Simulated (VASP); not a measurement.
# Ta2N (P-3m1) in VASP: further runs, part 2 of 2

VASP 6.6.1. The steps go on from the part before.

## Step 3: Single point, PBEsol (the distance across one plane changed)

INCAR

```
SYSTEM = Ta2N
PREC = Accurate
ENCUT = 520
EDIFF = 1E-6
ISMEAR = 0
SIGMA = 0.15
LREAL = .FALSE.
LASPH = .TRUE.
NELM = 80
ALGO = Normal
ISIF = 2
LWAVE = .FALSE.
LCHARG = .FALSE.
GGA = PS
NBANDS = 36
```

KPOINTS

```
Automatic mesh
0
G
  17 17 5
  0 0 0
```

POSCAR

```
Ta2N
1.0
   -3.0786153856      0.0000000000      0.0000000000
   -1.5393076928     -2.6661591324      0.0000000000
    0.0000000000      0.0000000000     10.3965143614
Ta N
4 2
Direct
    0.6666666667      0.6666666667      0.1142453440
    0.6666666667      0.6666666667      0.5781755626
    0.3333333333      0.3333333333      0.8136150932
    0.3333333333      0.3333333333      0.3496848746
    0.0000000000      0.0000000000      0.2319651093
    0.0000000000      0.0000000000      0.6958953279
```

Potentials or basis: VASP PAW PBE potentials, release 64 (Ta_pv, N).

On the command line:

```bash
cat potpaw_PBE.64/Ta_pv/POTCAR potpaw_PBE.64/N/POTCAR > POTCAR
mpirun -np 1 vasp_std > vasp.out
```

OUTCAR:

```text
SYSTEM = Ta2N
   PREC = Accurate
   ENCUT = 520
   EDIFF = 1E-6
   ISMEAR = 0
   LREAL = .FALSE.
   LASPH = .TRUE.
   NELM = 80
   ISIF = 2
   GGA = PS

 ion  position               nearest neighbor table
   1  0.667  0.667  0.114-   5 2.16   5 2.16   5 2.16   4 3.03   4 3.03   4 3.03   3 3.60   3 3.60
                             3 3.60
   2  0.667  0.667  0.578-   6 2.16   6 2.16   6 2.16   4 2.97   4 2.97   4 2.97   3 3.03   3 3.03
                             3 3.03
   3  0.333  0.333  0.814-   6 2.16   6 2.16   6 2.16   2 3.03   2 3.03   2 3.03   1 3.60   1 3.60
                             1 3.60
   4  0.333  0.333  0.350-   5 2.16   5 2.16   5 2.16   2 2.97   2 2.97   2 2.97   1 3.03   1 3.03
                             1 3.03
   5  0.000  0.000  0.232-   1 2.16   4 2.16   1 2.16   4 2.16   1 2.16   4 2.16
   6  0.000  0.000  0.696-   2 2.16   3 2.16   2 2.16   3 2.16   2 2.16   3 2.16

  LATTYP: Found a hexagonal cell.
 ALAT       =     3.0786153856
 C/A-ratio  =     3.3770098110

  Lattice vectors:

 A1 = (   1.5393076928,   2.6661591324,   0.0000000000)
 A2 = (  -3.0786153856,   0.0000000000,   0.0000000000)
 A3 = (   0.0000000000,   0.0000000000,  10.3965143614)

Analysis of symmetry for initial positions (statically):
=====================================================================
 Subroutine PRICEL returns:
 Original cell was already a primitive cell.

 Routine SETGRP: Setting up the symmetry group for a
 hexagonal supercell.

 Subroutine GETGRP returns: Found 12 space group operations
 (whereof  6 operations were pure point group operations)
 out of a pool of 24 trial point group operations.

The static configuration has the point symmetry C_3v.
 The point group associated with its full space group is D_3d.

Analysis of symmetry for dynamics (positions and initial velocities):
=====================================================================
 Subroutine PRICEL returns:
 Original cell was already a primitive cell.

[... 132 lines left out ...]
   EFERMI_NEDOS =   21; number of points for ismear=-14 and -15
   IALGO  =     38    algorithm
   IMIX   =      4    mixing-type and parameters
     AMIX     =   0.40;   BMIX     =  1.00
     AMIX_MAG =   1.60;   BMIX_MAG =  1.00
  volume/ion in A,a.u.               =      14.22        95.98
  Fermi-wavevector in a.u.,A,eV,Ry     =   1.405496  2.656003 26.877213  1.975419
  Thomas-Fermi vector in A             =   2.527951
   LORBIT       =      0    0 simple, 1 ext, 2 COOP (PROOUT), +10 PAW based schemes
   GGA     = PS    functional components
   LHFCALC =     F    Hartree Fock is set to
   AEXX    =    0.0000 exact exchange contribution
   IVDW    =     0    specifies the selected vdW correction
   LEPSILON=     F    determine dielectric tensor
   LRPA    =     F    only Hartree local field effects (RPA)
 non-spin polarized calculation
 Gauss-broadening in eV      SIGMA  =   0.15
  energy-cutoff  :      520.00
  volume of cell :       85.34
 maximum number of plane-waves:      2314
   NGX = 11   NGY = 11   NGZ = 39

 number of electron      54.0000004 magnetization

 Free energy of the ion-electron system (eV)
  ---------------------------------------------------
  ext. energy  EPLUGINS =         0.00000000
  ---------------------------------------------------
  free energy    TOTEN  =       -71.81603786 eV

  energy without entropy =      -71.78648551  energy(sigma->0) =      -71.80126168

 E-fermi :   6.7043     XC(G=0): -12.6784

 val. band max:        6.7007544504   @ k =   0.3529   0.4706   0.4000
 cond. band min:       6.7059990444   @ k =   0.1765   0.2353   0.2000
 fundamental gap:      0.0052445940
 Fermi energy:         6.7042852395

 k-point     1 :       0.0000    0.0000    0.0000
  band No.  band energies     occupation
      1     -28.8751      2.00000
      2     -28.6777      2.00000
      3     -28.3005      2.00000
      4     -28.1266      2.00000
      5     -28.1266      2.00000
      6     -28.1179      2.00000
[... 925 lines left out ...]
     35      10.0772      0.00000
     36      10.3225      0.00000

 [... further k-points ...]
[... 5 lines left out ...]
  --------------------------------------------------------------------------------------
  -------------------------------------------------------------------------------------
  Total       -2.2328913     -2.2328913     -7.7513485      0.0000000      0.0000000     -0.0000000
  in kB      -41.9226664    -41.9226664   -145.5320290      0.0000000      0.0000000     -0.0000000
  external PRESSURE =     -76.4591206 kB  Pullay stress =       0.0000000 kB

 VOLUME and BASIS-vectors are now :
 -----------------------------------------------------------------------------
  energy-cutoff  :      520.00
  volume of cell :       85.34
      direct lattice vectors                 reciprocal lattice vectors
    -3.078615386  0.000000000  0.000000000    -0.324821348  0.187535693  0.000000000
    -1.539307693 -2.666159132  0.000000000     0.000000000 -0.375071386  0.000000000
     0.000000000  0.000000000 10.396514361     0.000000000  0.000000000  0.096186084

 POSITION                                       TOTAL-FORCE (eV/Angst)
 -----------------------------------------------------------------------------------
     -3.07862     -1.77744      1.18775        -0.000000      0.000000     -1.882944
     -3.07862     -1.77744      6.01101        -0.000000      0.000000      0.040458
     -1.53931     -0.88872      8.45876         0.000000     -0.000000      1.882944
     -1.53931     -0.88872      3.63550        -0.000000     -0.000000     -0.040458
      0.00000      0.00000      2.41163        -0.000000      0.000000     -0.105219
      0.00000      0.00000      7.23489         0.000000     -0.000000      0.105219
 -----------------------------------------------------------------------------------
    total drift:                               -0.000000     -0.000000      0.000039

  FREE ENERGIE OF THE ION-ELECTRON SYSTEM (eV)
  ---------------------------------------------------
  free  energy   TOTEN  =       -71.8160378624 eV

  energy  without entropy=      -71.7864855069  energy(sigma->0) =      -71.80126168
```

stdout:

```text
POSCAR found type information on POSCAR TaN
 POSCAR found :  2 types and       6 ions
 scaLAPACK will be used
 -----------------------------------------------------------------------------
|                                                                             |
|                                                                             |
|     You enforced a specific xc type in the INCAR file but a different       |
|     I HOPE YOU KNOW WHAT YOU ARE DOING!                                     |
|                                                                             |
 -----------------------------------------------------------------------------

 LDA part: xc-table for (Slater+PW92), standard interpolation
 POSCAR, INCAR and KPOINTS ok, starting setup
 FFT: planning ... GRIDC
 FFT: planning ... GRID_SOFT
 FFT: planning ... GRID
 WAVECAR not read
 entering main loop
```

Wall time 3.6 min (1 thread of Intel Xeon 6975P-C (Granite Rapids), shared host); peak memory 0.45 GiB.

Results:

```
Free energy            : -71.8160 eV
Pressure               : -7.6 GPa
Largest force          : 1.883 eV/Å
Band gap on the k mesh : zero (bands 27 and 28 overlap by 1.10 eV)
```

Forces in eV/Å, atoms in the order of the input:
```
Ta   0.000  0.000 -1.883
Ta   0.000  0.000  0.040
Ta   0.000  0.000  1.883
Ta   0.000  0.000 -0.040
N    0.000  0.000 -0.105
N    0.000  0.000  0.105
```

Stress tensor (GPa, compression positive):
```
 -4.19   0.00   0.00
  0.00  -4.19   0.00
  0.00   0.00 -14.55
```

Caveat: the cell differs from its parent crystal (the distance across one plane changed); the stress differs along the axes, from -15 to -4 GPa; the PAW data sets were made with another functional, which shifts forces and pressure a little; spin-orbit coupling is left out, which moves the levels of the heavy elements.

## Step 4: Single point, PBEsol (the distance across one plane changed)

INCAR

```
PREC = Accurate
ENCUT = 520
EDIFF = 1E-6
ISMEAR = 0
SIGMA = 0.15
LREAL = False
LASPH = True
NELM = 100
ALGO = Normal
ISIF = 2
LWAVE = False
LCHARG = True
GGA = PS
LELF = True
LVHAR = True
NBANDS = 36
```

KPOINTS

```
Automatic mesh
0
Gamma
  17 17 5
```

POSCAR

```
Ta2N
1.0
   -3.0786153856      0.0000000000      0.0000000000
   -1.5393076928     -2.6661591324      0.0000000000
    0.0000000000      0.0000000000     10.6465143614
Ta N
4 2
Direct
    0.6666666667      0.6666666667      0.1115626504
    0.6666666667      0.6666666667      0.5645989228
    0.3333333333      0.3333333333      0.7945098945
    0.3333333333      0.3333333333      0.3414736220
    0.0000000000      0.0000000000      0.2265181362
    0.0000000000      0.0000000000      0.6795544087
```

Potentials or basis: VASP PAW PBE potentials, release 64 (Ta_pv, N).

On the command line:

```bash
cat potpaw_PBE.64/Ta_pv/POTCAR potpaw_PBE.64/N/POTCAR > POTCAR
mpirun -np 1 vasp_std > vasp.out
```

OUTCAR:

```text
PREC = Accurate
   ENCUT = 520
   EDIFF = 1E-6
   ISMEAR = 0
   LREAL = False
   LASPH = True
   NELM = 100
   ISIF = 2
   GGA = PS

 ion  position               nearest neighbor table
   1  0.667  0.667  0.112-   5 2.16   5 2.16   5 2.16   4 3.03   4 3.03   4 3.03
   2  0.667  0.667  0.565-   6 2.16   6 2.16   6 2.16   4 2.97   4 2.97   4 2.97   3 3.03   3 3.03
                             3 3.03
   3  0.333  0.333  0.795-   6 2.16   6 2.16   6 2.16   2 3.03   2 3.03   2 3.03
   4  0.333  0.333  0.341-   5 2.16   5 2.16   5 2.16   2 2.97   2 2.97   2 2.97   1 3.03   1 3.03
                             1 3.03
   5  0.000  0.000  0.227-   1 2.16   4 2.16   1 2.16   4 2.16   1 2.16   4 2.16
   6  0.000  0.000  0.680-   3 2.16   3 2.16   3 2.16   2 2.16   2 2.16   2 2.16

  LATTYP: Found a hexagonal cell.
 ALAT       =     3.0786153856
 C/A-ratio  =     3.4582151480

  Lattice vectors:

 A1 = (   1.5393076928,   2.6661591324,   0.0000000000)
 A2 = (  -3.0786153856,   0.0000000000,   0.0000000000)
 A3 = (   0.0000000000,   0.0000000000,  10.6465143614)

Analysis of symmetry for initial positions (statically):
=====================================================================
 Subroutine PRICEL returns:
 Original cell was already a primitive cell.

 Routine SETGRP: Setting up the symmetry group for a
 hexagonal supercell.

 Subroutine GETGRP returns: Found 12 space group operations
 (whereof  6 operations were pure point group operations)
 out of a pool of 24 trial point group operations.

The static configuration has the point symmetry C_3v.
 The point group associated with its full space group is D_3d.

Analysis of symmetry for dynamics (positions and initial velocities):
=====================================================================
 Subroutine PRICEL returns:
 Original cell was already a primitive cell.

 Routine SETGRP: Setting up the symmetry group for a
 hexagonal supercell.

 Subroutine GETGRP returns: Found 12 space group operations
[... 129 lines left out ...]
   IALGO  =     38    algorithm
   IMIX   =      4    mixing-type and parameters
     AMIX     =   0.40;   BMIX     =  1.00
     AMIX_MAG =   1.60;   BMIX_MAG =  1.00
  volume/ion in A,a.u.               =      14.56        98.29
  Fermi-wavevector in a.u.,A,eV,Ry     =   1.394408  2.635048 26.454798  1.944373
  Thomas-Fermi vector in A             =   2.517960
   LORBIT       =      0    0 simple, 1 ext, 2 COOP (PROOUT), +10 PAW based schemes
   GGA     = PS    functional components
   LHFCALC =     F    Hartree Fock is set to
   AEXX    =    0.0000 exact exchange contribution
   IVDW    =     0    specifies the selected vdW correction
   LEPSILON=     F    determine dielectric tensor
   LRPA    =     F    only Hartree local field effects (RPA)
 non-spin polarized calculation
 Gauss-broadening in eV      SIGMA  =   0.15
  energy-cutoff  :      520.00
  volume of cell :       87.39
 maximum number of plane-waves:      2374
   NGX = 11   NGY = 11   NGZ = 39

 number of electron      54.0000004 magnetization

 Free energy of the ion-electron system (eV)
  ---------------------------------------------------
  ext. energy  EPLUGINS =         0.00000000
  ---------------------------------------------------
  free energy    TOTEN  =       -71.31012241 eV

  energy without entropy =      -71.27811236  energy(sigma->0) =      -71.29411738

 E-fermi :   6.4174     XC(G=0): -12.5161

 val. band max:        6.4170890376   @ k =   0.3529   0.1176   0.4000
 cond. band min:       6.4176752627   @ k =   0.3529  -0.4706   0.4000
 fundamental gap:      0.0005862251
 Fermi energy:         6.4174305531

 k-point     1 :       0.0000    0.0000    0.0000
  band No.  band energies     occupation
      1     -29.1520      2.00000
      2     -28.9875      2.00000
      3     -28.5768      2.00000
      4     -28.3828      2.00000
      5     -28.3828      2.00000
      6     -28.3761      2.00000
[... 925 lines left out ...]
     35       9.7210      0.00000
     36      10.0993      0.00000

 [... further k-points ...]
[... 5 lines left out ...]
  --------------------------------------------------------------------------------------
  -------------------------------------------------------------------------------------
  Total       -2.5721899     -2.5721899     -7.7286997      0.0000000     -0.0000000     -0.0000000
  in kB      -47.1590078    -47.1590078   -141.6994180      0.0000000     -0.0000000     -0.0000000
  external PRESSURE =     -78.6724778 kB  Pullay stress =       0.0000000 kB

 VOLUME and BASIS-vectors are now :
 -----------------------------------------------------------------------------
  energy-cutoff  :      520.00
  volume of cell :       87.39
      direct lattice vectors                 reciprocal lattice vectors
    -3.078615386  0.000000000  0.000000000    -0.324821348  0.187535693  0.000000000
    -1.539307693 -2.666159132  0.000000000     0.000000000 -0.375071386  0.000000000
     0.000000000  0.000000000 10.646514361     0.000000000  0.000000000  0.093927455

 POSITION                                       TOTAL-FORCE (eV/Angst)
 -----------------------------------------------------------------------------------
     -3.07862     -1.77744      1.18775         0.000000     -0.000000     -1.628490
     -3.07862     -1.77744      6.01101         0.000000      0.000000      0.056035
     -1.53931     -0.88872      8.45876        -0.000000      0.000000      1.628490
     -1.53931     -0.88872      3.63550        -0.000000      0.000000     -0.056035
      0.00000      0.00000      2.41163         0.000000      0.000000     -0.120169
      0.00000      0.00000      7.23489        -0.000000      0.000000      0.120169
 -----------------------------------------------------------------------------------
    total drift:                                0.000000      0.000000      0.000000

  FREE ENERGIE OF THE ION-ELECTRON SYSTEM (eV)
  ---------------------------------------------------
  free  energy   TOTEN  =       -71.3101224051 eV

  energy  without entropy=      -71.2781123611  energy(sigma->0) =      -71.29411738
```

OSZICAR:

```text
N       E                     dE             d eps       ncg     rms          rms(c)
DAV:   1     0.530638103515E+03    0.53064E+03   -0.30063E+04 10624   0.156E+03
DAV:   2    -0.449458993727E+02   -0.57558E+03   -0.56099E+03 11760   0.464E+02
DAV:   3    -0.772290016096E+02   -0.32283E+02   -0.31655E+02 13340   0.101E+02
DAV:   4    -0.779831772024E+02   -0.75418E+00   -0.74767E+00 13544   0.152E+01
DAV:   5    -0.779985557623E+02   -0.15379E-01   -0.15342E-01 13748   0.184E+00    0.382E+01
DAV:   6    -0.721258533589E+02    0.58727E+01   -0.36647E+01 14096   0.306E+01    0.181E+01
DAV:   7    -0.717196136601E+02    0.40624E+00   -0.78348E+00 13936   0.142E+01    0.844E+00
DAV:   8    -0.715663852570E+02    0.15323E+00   -0.60815E+00 13692   0.114E+01    0.289E+00
DAV:   9    -0.713132679528E+02    0.25312E+00   -0.10959E+00 13752   0.513E+00    0.513E-01
DAV:  10    -0.713119478119E+02    0.13201E-02   -0.11268E-01 13248   0.167E+00    0.338E-01
DAV:  11    -0.713101749290E+02    0.17729E-02   -0.11052E-02 13700   0.780E-01    0.137E-01
DAV:  12    -0.713101375828E+02    0.37346E-04   -0.12289E-03 13448   0.212E-01    0.338E-02
DAV:  13    -0.713101299681E+02    0.76148E-05   -0.16269E-04 13536   0.790E-02    0.245E-02
DAV:  14    -0.713101231049E+02    0.68631E-05   -0.30936E-05 13800   0.361E-02    0.959E-03
DAV:  15    -0.713101224051E+02    0.69988E-06   -0.36766E-06 11044   0.118E-02
   1 F= -.71310122E+02 E0= -.71294117E+02  d E =-.320100E-01
```

stdout:

```text
POSCAR found type information on POSCAR TaN
 POSCAR found :  2 types and       6 ions
 scaLAPACK will be used
 -----------------------------------------------------------------------------
|                                                                             |
|                                                                             |
|     You enforced a specific xc type in the INCAR file but a different       |
|     I HOPE YOU KNOW WHAT YOU ARE DOING!                                     |
|                                                                             |
 -----------------------------------------------------------------------------

 LDA part: xc-table for (Slater+PW92), standard interpolation
 POSCAR, INCAR and KPOINTS ok, starting setup
 FFT: planning ... GRIDC
 FFT: planning ... GRID_SOFT
 FFT: planning ... GRID
 WAVECAR not read
 entering main loop
```

Run time: 3.8 min. Hardware: 1 thread of Intel Xeon 6975P-C (Granite Rapids), shared host; peak memory 0.46 GiB.

Results:

- Free energy: -71.3101 eV
- Pressure: -7.9 GPa
- Largest force: 1.628 eV/Å
- Band gap on the k mesh: zero (bands 27 and 28 overlap by 1.07 eV)

Forces on the atoms (eV/Å):
```
Ta   0.000  0.000 -1.628
Ta   0.000  0.000  0.056
Ta   0.000  0.000  1.628
Ta   0.000  0.000 -0.056
N    0.000  0.000 -0.120
N    0.000  0.000  0.120
```

Stress tensor (GPa, compression positive):
```
 -4.72   0.00   0.00
  0.00  -4.72   0.00
  0.00   0.00 -14.17
```

Levels at points of the mesh, in eV from the Fermi level:
```tsv
k point	band 23	band 24	band 25	band 26	band 27	band 28	band 29	band 30	band 31	band 32
(0.00, 0.00, 0.00)	-2.62	-0.99	-0.86	-0.86	-0.30	-0.30	0.73	0.73	0.74	1.24
```

Caveat: the cell differs from its parent crystal (the distance across one plane changed); the stress differs along the axes, from -14 to -5 GPa; the PAW data sets were made with another functional, which shifts forces and pressure a little; spin-orbit coupling is left out, which moves the levels of the heavy elements.

## Step 5: The runs side by side

| cell | gap on the mesh (eV) | pressure (GPa) | largest force (eV/Å) |
| --- | --- | --- | --- |
| a = 3.079, b = 3.079, c = 10.147 Å, angles 90.0, 90.0, 60.0°, 6 atoms | none | -6.6 | 1.87 |
| a = 3.079, b = 3.079, c = 10.397 Å, angles 90.0, 90.0, 60.0°, 6 atoms | none | -7.6 | 1.88 |
| a = 3.079, b = 3.079, c = 10.647 Å, angles 90.0, 90.0, 60.0°, 6 atoms | none | -7.9 | 1.63 |

Alike in all rows: task single point; level PBEsol; potentials or basis VASP PAW PBE potentials, release 64 (Ta_pv, N); no spin polarisation; k mesh 17 × 17 × 5; cutoff (eV) 520; smearing gaussian 0.15 eV.

Caveats: the PAW data sets were made with another functional, which shifts forces and pressure a little; spin-orbit coupling is left out, which moves the levels of the heavy elements; the stress differs along the axes, from -13 to -3 GPa (at least some runs); the stress differs along the axes, from -15 to -4 GPa (at least some runs); the stress differs along the axes, from -14 to -5 GPa (at least some runs).

Absolute energies hang on the potentials; compare differences alone.
